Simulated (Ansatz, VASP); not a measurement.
**ScIn2N3: VASP beside Ansatz**

```
Sc In N
1.0
     3.15026    0.00000    0.00000
     0.00000    3.15026    0.00000
     0.00000    0.00000    8.94939
Sc In N
1 2 3
Direct
  0.00000 0.00000 0.00000
  0.50000 0.00000 0.36307
  0.00000 0.50000 0.63693
  0.50000 0.00000 0.63445
  0.00000 0.50000 0.36555
  0.50000 0.50000 0.00000
```

Change from the starting cell: species swapped into the Ti2CuSb3 type (P-4m2, No. 115).

Alike in both runs: functional PBE; k mesh 12 × 12 × 4; occupations gaussian, width 0.1 eV; no spin polarisation.

Ansatz relaxed the structure, and its values are those at the end. VASP's run is a single point on that final structure, the one shown.

|  | VASP | Ansatz |
| --- | --- | --- |
| version | VASP 6.6.1 | Ansatz 0.2.0 |
| potentials or method | VASP PAW PBE potentials, release 64 (Sc_sv, In_d, N), cutoff 520 eV | scalar-relativistic, plane waves, PAW |
| valence electrons in the cell | 52 | 52 |

Ansatz gave:

- gap on the k mesh at the Fermi level (eV): none
- pressure (GPa): 0.0
- rms of the force components (eV/Å): 0.001

Which values does VASP return?

gap on the k mesh at the Fermi level (eV): none; pressure (GPa): 0.3; rms of the force components (eV/Å): 0.007.

A gap of «none» marks a metal or a gap that the smearing closes.
